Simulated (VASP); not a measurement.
A run of VASP 6.6.1 is set up as follows.

File INCAR:

```
SYSTEM = C
PREC = Accurate ; ENCUT = 520
EDIFF = 1E-6 ; ISMEAR = 0
SIGMA = 0.1 ; LREAL = .False.
LASPH = .True. ; NELM = 100
ALGO = Normal ; ISIF = 2
LWAVE = .False. ; LCHARG = .True.
LDIPOL = .True. ; IDIPOL = 3
DIPOL = 0.5 0.5 0.500 ; GGA = PS
LELF = .True. ; LVHAR = .True.
LVACPOTAV = .True. ; ISYM = 0
NBANDS = 36
```

Contents of KPOINTS:

```
Automatic mesh
0
Gamma
  14 4 1
  0 0 0
```

POSCAR

```
C
1.0
    2.4588140220      0.0000000000      0.0000000000
   -1.2294070110      8.7848638289      0.0000000000
    0.0000000000      0.0000000000     26.0180934823
C
12
Direct
    0.0391697950      0.0783395900      0.2882609368
    0.5489622437      0.0979244875      0.3147283197
    0.5685471412      0.1370942825      0.3676630855
    0.0783395900      0.1566791800      0.3941304684
    0.0979244875      0.1958489750      0.4470652342
    0.6077169362      0.2154338724      0.4735326171
    0.6273018337      0.2546036674      0.5264673829
    0.1370942825      0.2741885649      0.5529347658
    0.1566791800      0.3133583599      0.6058695316
    0.6664716287      0.3329432574      0.6323369145
    0.6860565262      0.3721130524      0.6852716803
    0.1958489750      0.3916979499      0.7117390632
```

Potentials or basis: VASP PAW PBE potentials, release 64 (C).

Run with:

```sh
$ cat potpaw_PBE.64/C/POTCAR > POTCAR
$ mpirun -np 1 vasp_std > vasp.out
```

Q: What does it give for the band gap on the k mesh?

A: Zero (band 24 reaches -3.68 eV, above the bottom of band 25 at -3.84 eV).

Q: Predict the largest force.

A: 2.755 eV/Å.

Forces in eV/Å, atoms in the order of the input:
```
C    0.000  0.426  1.738
C    0.000 -0.662 -2.674
C    0.000  0.240  0.954
C    0.000 -0.051 -0.201
C    0.000  0.035  0.140
C    0.000 -0.017 -0.069
C    0.000  0.017  0.069
C    0.000 -0.035 -0.140
C    0.000  0.051  0.201
C    0.000 -0.240 -0.954
C    0.000  0.662  2.674
C    0.000 -0.427 -1.738
```

Caveat: the PAW data sets were made with another functional, which shifts forces and pressure a little.
